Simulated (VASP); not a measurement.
# TiCo in VASP: further runs, part 2 of 3

VASP 6.6.1.

## 3. Single point, PBE

INCAR reads:

```
SYSTEM = TiCo
ALGO = Normal
EDIFF = 1E-6
ENCUT = 400
GGA = PE
GGA_COMPAT = .FALSE.
ISIF = 2
ISMEAR = -1
ISYM = -1
LASPH = .TRUE.
LCHARG = .FALSE.
LREAL = Auto
LWAVE = .FALSE.
NBANDS = 98
NELM = 120
PREC = Accurate
SIGMA = 0.2396
```

KPOINTS reads:

```
explicit points
1
Reciprocal
  0.25000000   0.25000000   0.25000000 1
```

POSCAR reads:

```
TiCo
1.0
    6.2119360000     -0.0237870000      0.0571590000
   -0.0237870000      6.3309150000     -0.1234120000
    0.0571590000     -0.1234120000      6.2827850000
Ti Co
8 8
Direct
   -0.0505037382      0.3370517885      0.8521744702
    0.2526360525      0.5357283626      0.2960755277
    0.1675155940     -0.0570926387      0.1873858583
    0.1462465169      0.2193995772      0.4964372067
    0.4664244839      0.4241760217      0.8230520468
    0.6650572808      0.8615653613      0.2759808740
    0.6540123271      0.7918300024      0.8841396982
    0.7745908021      0.0602420277      0.5693851936
    0.3693400438      0.8414408968      0.5450872179
    0.8388030180      0.6299406969      0.0775159582
    0.9509165126      0.6656817188      0.4227864992
    0.5661233862      0.1859749928      0.2636250483
    0.3605304683      0.1055283467      0.8569430441
    0.8686778881      0.2442142826      0.2115971203
    0.1652764395      0.7168050652      0.9362826057
    0.6881738358      0.4444357924      0.5120623070
```

Potentials or basis: VASP PAW PBE potentials, release 64 (Ti_sv, Co).

Launch:

```bash
$ cat potpaw_PBE.64/Ti_sv/POTCAR potpaw_PBE.64/Co/POTCAR > POTCAR
$ mpirun -np 1 vasp_std > vasp.out
```

OUTCAR:

```text
SYSTEM = TiCo
   EDIFF = 1E-6
   ENCUT = 400
   GGA = PE
   ISIF = 2
   ISMEAR = -1
   ISYM = -1
   LASPH = .TRUE.
   LREAL = Auto
   NELM = 120
   PREC = Accurate

 ion  position               nearest neighbor table
   1  0.949  0.337  0.852-  10 2.39  14 2.40   4 2.61   8 2.68  15 2.78  16 2.82  13 2.96
   2  0.253  0.536  0.296-  11 2.18   4 2.49   9 2.55  15 2.64   3 2.75  12 2.96  10 3.01
   3  0.168  0.943  0.187-  15 2.09   4 2.57  13 2.62  14 2.67  11 2.68   9 2.70   2 2.75  10 2.91
                            12 2.94
   4  0.146  0.219  0.496-   2 2.49  14 2.52   8 2.55   3 2.57   1 2.61  13 2.77   9 2.80  12 2.97

   5  0.466  0.424  0.823-  13 2.13  16 2.38   7 2.61  15 2.71
   6  0.665  0.862  0.276-  12 2.15  10 2.17   8 2.30  11 2.39   9 2.48   7 2.49  14 2.76
   7  0.654  0.792  0.884-  10 2.00   6 2.49   5 2.61  13 2.72   8 2.75   9 2.82
   8  0.775  0.060  0.569-   6 2.30  12 2.50  16 2.54   4 2.55  14 2.63   1 2.68   7 2.75  11 2.85
                             9 2.87
   9  0.369  0.841  0.545-   6 2.48  13 2.53   2 2.55   3 2.70   4 2.80   7 2.82   8 2.87  15 2.88
                            11 2.92  12 3.09
  10  0.839  0.630  0.078-   7 2.00   6 2.17  15 2.27  11 2.29   1 2.39  14 2.62   3 2.91   2 3.01

[... 153 lines left out ...]
      3     -48.9539      2.00000
      4     -48.8955      2.00000
      5     -48.8162      2.00000
      6     -48.7231      2.00000
[... 88 lines left out ...]
     95       8.8987      0.02812
     96       8.9856      0.01966
 [bands above 96 left out]

------------------------ aborting loop because EDIFF is reached ----------------------------------------

  FORCE on cell =-STRESS in cart. coord.  units (eV):
  Direction    XX          YY          ZZ          XY          YZ          ZX
  --------------------------------------------------------------------------------------
  -------------------------------------------------------------------------------------
  Total       -4.2040315      3.1866626      3.7914479      4.2390128      3.1446151     -4.6780029
  in kB      -27.2733979     20.6732794     24.5967871     27.5003372     20.4004988    -30.3482586
  external PRESSURE =       5.9988895 kB  Pullay stress =       0.0000000 kB

 VOLUME and BASIS-vectors are now :
 -----------------------------------------------------------------------------
  energy-cutoff  :      400.00
  volume of cell :      246.97
      direct lattice vectors                 reciprocal lattice vectors
     6.211936000 -0.023787000  0.057159000     0.160995990  0.000576575 -0.001453370
    -0.023787000  6.330915000 -0.123412000     0.000576575  0.158017621  0.003098676
     0.057159000 -0.123412000  6.282785000    -0.001453370  0.003098676  0.159239173

 POSITION                                       TOTAL-FORCE (eV/Angst)
 -----------------------------------------------------------------------------------
      5.93890      2.00609      5.36671         0.150649      0.126336      0.627699
      1.57354      3.34910      1.80850         1.959947      0.119593     -1.287033
      1.02888      5.94236      1.07051        -0.343117      1.058268      0.106710
      0.93163      1.32425      3.10029         1.495531     -0.170361      0.442899
      2.93435      2.57275      5.14537        -0.307698      0.039491      0.097465
      4.12657      5.40462      1.66562        -1.516573     -0.868473      1.316219
[... 8 lines left out ...]
      1.06315      4.41855      5.80345         1.178506     -0.499226     -2.130982
      4.29359      2.73412      3.20166        -0.638171      0.203321      0.398328
 -----------------------------------------------------------------------------------
    total drift:                               -0.006014      0.006569     -0.003756

  FREE ENERGIE OF THE ION-ELECTRON SYSTEM (eV)
  ---------------------------------------------------
  free  energy   TOTEN  =      -113.6974803196 eV

  energy  without entropy=     -109.6121941319  energy(sigma->0) =     -111.65483723
```

stdout:

```text
POSCAR found type information on POSCAR TiCo
 POSCAR found :  2 types and      16 ions
 scaLAPACK will be used
 LDA part: xc-table for (Slater+PW92), standard interpolation
 POSCAR, INCAR and KPOINTS ok, starting setup
 FFT: planning ... GRIDC
 FFT: planning ... GRID_SOFT
 FFT: planning ... GRID
 WAVECAR not read
 entering main loop
```

Run time: 2.1 min. Hardware: 1 thread of AMD EPYC 7R43 (Zen 3), shared host; peak memory 0.22 GiB.

What came out:

| Quantity | Value |
| --- | --- |
| Free energy | -113.6975 eV |
| Pressure | 0.6 GPa |
| Largest force | 5.592 eV/Å |

Forces on the atoms (eV/Å):
```
Ti   0.151  0.126  0.628
Ti   1.960  0.120 -1.287
Ti  -0.343  1.058  0.107
Ti   1.496 -0.170  0.443
Ti  -0.308  0.039  0.097
Ti  -1.517 -0.868  1.316
Ti  -1.333  1.617 -3.254
Ti  -0.437  0.195  1.450
Co  -0.296 -0.032  0.414
Co   1.385 -3.407  0.502
Co   0.807  0.398  2.252
Co  -5.544  0.603 -0.419
Co  -0.433 -0.653  0.226
Co   3.873  1.270 -0.744
Co   1.179 -0.499 -2.131
Co  -0.638  0.203  0.398
```

Stress tensor (GPa, compression positive):
```
-2.73  2.75 -3.03
 2.75  2.07  2.04
-3.03  2.04  2.46
```

Caveat: atoms lie so close that the PAW spheres overlap strongly, which falsifies energies and pressures; the atoms stand as in a frame of molecular dynamics; the run has no spin polarisation, though such a crystal can be magnetic. Spin polarisation is off, so any magnetic state and its effect on volume and gap are missing.

## 4. Single point, PBE

INCAR reads:

```
ALGO     = Normal         # electronic algorithm
EDIFF    = 1E-6           # SCF threshold, eV
ENCUT    = 400            # plane-wave cutoff, eV
GGA      = PE             # functional
GGA_COMPAT= False        
ISIF     = 2              # what is computed and relaxed
ISMEAR   = -1             # smearing method
ISYM     = -1           
LASPH    = True           # aspherical terms in the spheres
LCHARG   = False          # write CHGCAR
LREAL    = Auto         
LWAVE    = False          # write WAVECAR
NBANDS   = 98             # bands
NELM     = 120            # most SCF steps
PREC     = Accurate       # precision mode
SIGMA    = 0.2396         # smearing width, eV
```

KPOINTS is that of step 3.

POSCAR reads:

```
TiCo
1.0
    6.2119360000     -0.0237870000      0.0571590000
   -0.0237870000      6.3309150000     -0.1234120000
    0.0571590000     -0.1234120000      6.2827850000
Ti Co
8 8
Direct
    0.0225479776      0.3085122457      0.8801936233
    0.2023862297      0.5719308824      0.2562363569
    0.0263335217     -0.0348885982      0.1315095345
    0.2598692217      0.2088089417      0.4800112791
    0.5611851783      0.5390560689      0.8982857449
    0.5760087215      0.9405210220      0.1230927841
    0.7542498483      0.8175725691      0.6589480778
    0.7009361757      0.2208116602      0.5483962921
    0.3045430395      0.8314001747      0.4456104073
    0.8235213810      0.6419346694      0.0945185587
    0.9379701851      0.6824282155      0.4816592312
    0.4576861324      0.2788800838      0.1094798353
    0.2762866344      0.0291471723      0.8012287295
    0.9238913912      0.3155191521      0.3321097478
    0.1929294824      0.6573199841      0.8815247566
    0.5652882601      0.5389574088      0.3555815614
```

Launch:

```bash
$ cat potpaw_PBE.64/Ti_sv/POTCAR potpaw_PBE.64/Co/POTCAR > POTCAR
$ mpirun -np 1 vasp_std > vasp.out
```

It took 2.1 min on 1 thread of AMD EPYC 7R43 (Zen 3), shared host; peak memory 0.21 GiB.

Results (log left out):

```
Free energy   : -115.5185 eV
Pressure      : -0.7 GPa
Largest force : 4.891 eV/Å
```

Forces on the atoms (eV/Å):
```
Ti  -0.042  0.730  0.430
Ti   1.177 -0.949 -2.380
Ti   1.463 -0.465  0.577
Ti  -0.032 -0.358 -0.096
Ti  -1.791 -1.094 -1.121
Ti  -1.330 -0.139  0.711
Ti  -2.770  2.360  3.267
Ti  -1.361  0.205  0.673
Co   1.009  1.498  1.685
Co   1.390 -0.191  0.333
Co   2.200 -1.911 -2.024
Co  -0.888 -1.232 -0.440
Co   0.439 -0.004  0.361
Co   0.252  0.415 -2.125
Co  -0.353  0.887 -0.913
Co   0.637  0.248  1.063
```

Stress tensor (GPa, compression positive):
```
-0.67 -1.37 -4.74
-1.37  2.22  2.85
-4.74  2.85 -3.55
```

Levels at points of the mesh, in eV from the Fermi level:
```csv
k point,band 80,band 81,band 82,band 83,band 84,band 85,band 86,band 87,band 88,band 89
"(0.25, 0.25, 0.25)",-0.36,-0.29,-0.24,-0.18,-0.12,0.04,0.16,0.19,0.38,0.42
```

Caveat: atoms lie so close that the PAW spheres overlap strongly, which falsifies energies and pressures; the atoms stand as in a frame of molecular dynamics; the run has no spin polarisation, though such a crystal can be magnetic. Spin polarisation is off, so any magnetic state and its effect on volume and gap are missing.

## 5. Single point, PBE

INCAR reads:

```
SYSTEM = TiCo
  PREC = Accurate
  ENCUT = 400
  EDIFF = 1E-6
  ISMEAR = -1
  SIGMA = 0.1723
  LREAL = Auto
  LASPH = .True.
  NELM = 120
  ALGO = Normal
  ISIF = 2
  LWAVE = .False.
  LCHARG = .False.
  GGA = PE
  NBANDS = 98
  ISYM = -1
  GGA_COMPAT = .False.
```

KPOINTS is that of step 4.

POSCAR reads:

```
TiCo
1.0
    6.2119360000     -0.0237870000      0.0571590000
   -0.0237870000      6.3309150000     -0.1234120000
    0.0571590000     -0.1234120000      6.2827850000
Ti Co
8 8
Direct
    0.0071513255      0.4123586208      0.8708899381
    0.2537142685      0.6113800657      0.2240959356
    0.0695115607      0.9220251460      0.1864596283
    0.2164844666      0.2477916975      0.4714667832
    0.5446870865      0.5525163844      0.7947022511
    0.5869874347      0.8862001129      0.1819427393
    0.8338058798      0.8522569468      0.6994501999
    0.6424123649      0.2117869185      0.6432106779
    0.4515664525      0.8597475985      0.5951978436
    0.8203430574      0.6258265924      0.0635064741
    0.9699504662      0.5455377694      0.5322256783
    0.3712968580      0.3030353651      0.0875449730
    0.2254521812      0.0821412758      0.7854471541
    0.9122878824      0.1970967851      0.2804703082
    0.1852990232      0.7040965396      0.7926428256
    0.5881592170      0.5321095053      0.3970481412
```

Potentials or basis: VASP PAW PBE potentials, release 64 (Ti_sv, Co).

Launch:

```bash
$ cat potpaw_PBE.64/Ti_sv/POTCAR potpaw_PBE.64/Co/POTCAR > POTCAR
$ mpirun -np 1 vasp_std > vasp.out
```

OUTCAR:

```text
SYSTEM = TiCo
   PREC = Accurate
   ENCUT = 400
   EDIFF = 1E-6
   ISMEAR = -1
   LREAL = Auto
   LASPH = .True.
   NELM = 120
   ISIF = 2
   GGA = PE
   ISYM = -1

 ion  position               nearest neighbor table
   1  0.007  0.412  0.871-  10 2.12  15 2.21  11 2.34  13 2.54  12 2.77  14 3.01
   2  0.254  0.611  0.224-  12 2.22   3 2.31  16 2.43  11 2.64   6 2.71   4 2.83  15 2.84  10 2.90

   3  0.070  0.922  0.186-  14 2.06   2 2.31  10 2.53   4 2.84  15 2.87  13 2.90
   4  0.216  0.248  0.471-  14 2.27  13 2.27  11 2.45  12 2.62   2 2.83   3 2.84   8 2.89  16 2.96
                             9 3.00
[... 264 lines left out ...]
  Total       -5.9758740      2.7559666    -15.9515042     -7.1884319      5.1492192      0.3729226
  in kB      -38.7681185     17.8791654   -103.4844106    -46.6345139     33.4052458      2.4193127
  external PRESSURE =     -41.4577879 kB  Pullay stress =       0.0000000 kB

 VOLUME and BASIS-vectors are now :
 -----------------------------------------------------------------------------
  energy-cutoff  :      400.00
  volume of cell :      246.97
      direct lattice vectors                 reciprocal lattice vectors
     6.211936000 -0.023787000  0.057159000     0.160995990  0.000576575 -0.001453370
    -0.023787000  6.330915000 -0.123412000     0.000576575  0.158017621  0.003098676
     0.057159000 -0.123412000  6.282785000    -0.001453370  0.003098676  0.159239173

 POSITION                                       TOTAL-FORCE (eV/Angst)
 -----------------------------------------------------------------------------------
      0.08439      2.50296      5.42113         0.566712     -2.533507     -0.024415
      1.57432      3.83690      1.34700         0.333114     -1.769900      0.869863
      0.42053      5.81260      1.06167        -0.153045     -0.064130     -1.396085
      1.36584      1.50541      2.94392         0.697973      0.160537      0.530707
      3.41584      3.38690      4.95589        -1.455491      0.140786      0.766324
      3.63565      5.57404      1.06729        -0.082053      1.495807      0.820502
[... 8 lines left out ...]
      1.17962      4.35535      4.90370         0.914636      1.404985      0.879777
      3.66364      3.30575      2.46252         0.787464     -0.473710     -0.488978
 -----------------------------------------------------------------------------------
    total drift:                                0.001872     -0.002215      0.004337

  FREE ENERGIE OF THE ION-ELECTRON SYSTEM (eV)
  ---------------------------------------------------
  free  energy   TOTEN  =      -115.9005011581 eV

  energy  without entropy=     -113.9946882664  energy(sigma->0) =     -114.94759471
```

OSZICAR:

```text
N       E                     dE             d eps       ncg     rms          rms(c)
DAV:   1     0.191789552826E+04    0.19179E+04   -0.67618E+04   196   0.184E+03
DAV:   2     0.155640864001E+03   -0.17623E+04   -0.17344E+04   196   0.567E+02
DAV:   3    -0.785738650103E+02   -0.23421E+03   -0.22527E+03   236   0.210E+02
[... 28 lines left out ...]
DAV:  32    -0.115900496782E+03   -0.14819E-05   -0.15202E-05   128   0.534E-03    0.167E-03
DAV:  33    -0.115900498095E+03   -0.13137E-05   -0.13006E-05   128   0.312E-03    0.551E-04
DAV:  34    -0.115900499255E+03   -0.11594E-05   -0.11454E-05   128   0.240E-03    0.572E-04
DAV:  35    -0.115900500279E+03   -0.10245E-05   -0.99949E-06   128   0.165E-03    0.424E-04
DAV:  36    -0.115900501158E+03   -0.87905E-06   -0.87581E-06   104   0.156E-03
   1 F= -.11590050E+03 E0= -.11494759E+03  d E =-.190581E+01
```

Run time: 2.3 min. Hardware: 1 thread of AMD EPYC 7R43 (Zen 3), shared host; peak memory 0.21 GiB.

Results:

* Free energy: -115.9005 eV
* Pressure: -4.1 GPa
* Largest force: 2.596 eV/Å

Forces in eV/Å, atoms in the order of the input:
```
Ti   0.567 -2.534 -0.024
Ti   0.333 -1.770  0.870
Ti  -0.153 -0.064 -1.396
Ti   0.698  0.161  0.531
Ti  -1.455  0.141  0.766
Ti  -0.082  1.496  0.821
Ti   0.876  0.293 -0.303
Ti   0.160 -0.842 -1.057
Co   0.256  0.268 -1.227
Co  -0.516  0.641  1.734
Co  -1.251 -0.126 -1.783
Co   0.185 -0.726 -0.310
Co   0.080  0.358  1.191
Co  -1.399  1.775 -0.203
Co   0.915  1.405  0.880
Co   0.787 -0.474 -0.489
```

Caveat: the atoms stand as in a frame of molecular dynamics; the run has no spin polarisation, though such a crystal can be magnetic. Spin polarisation is off, so any magnetic state and its effect on volume and gap are missing.

[end of part 2 of 3]
